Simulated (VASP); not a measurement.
LiH: single point with PBE

The system is LiH.

```
Li H
1.0
     0.00000    2.04269    2.04269
     2.04269    0.00000    2.04269
     2.04269    2.04269    0.00000
Li H
1 1
Direct
  0.00000 0.00000 0.00000
  0.50000 0.50000 0.50000
```

This cell differs from its parent crystal: volume scaled by 1.06.

```
Program             : VASP 6.6.1
Task                : single point
Functional          : PBE
Potentials or basis : VASP PAW PBE potentials, release 64 (Li_sv, H)
Cutoff              : 520 eV
k mesh              : 10 × 10 × 10
Occupations         : gaussian, width 0.02 eV
Spin                : no spin polarisation
```

| Property | Result |
| --- | --- |
| Band gap on the k mesh | 3.02 eV, direct |

Levels at points of the mesh, in eV from the valence-band top:
```
           k point  band 1  band 2  band 3  band 4  band 5  band 6  band 7
(0.00, 0.00, 0.00)  -44.35   -5.22   15.37   17.32   17.32   17.32   21.93
(0.50, 0.00, 0.00)  -44.31   -2.47    4.79   13.18   15.99   15.99   18.52
(0.50, 0.50, 0.00)  -44.30    0.00    3.02   10.54   10.54   13.63   16.49
```

Wall time 5.9 s on 1 thread of Intel Xeon 6975P-C (shared host), peak memory 0.13 GiB.

 A k mesh can miss the band edges.
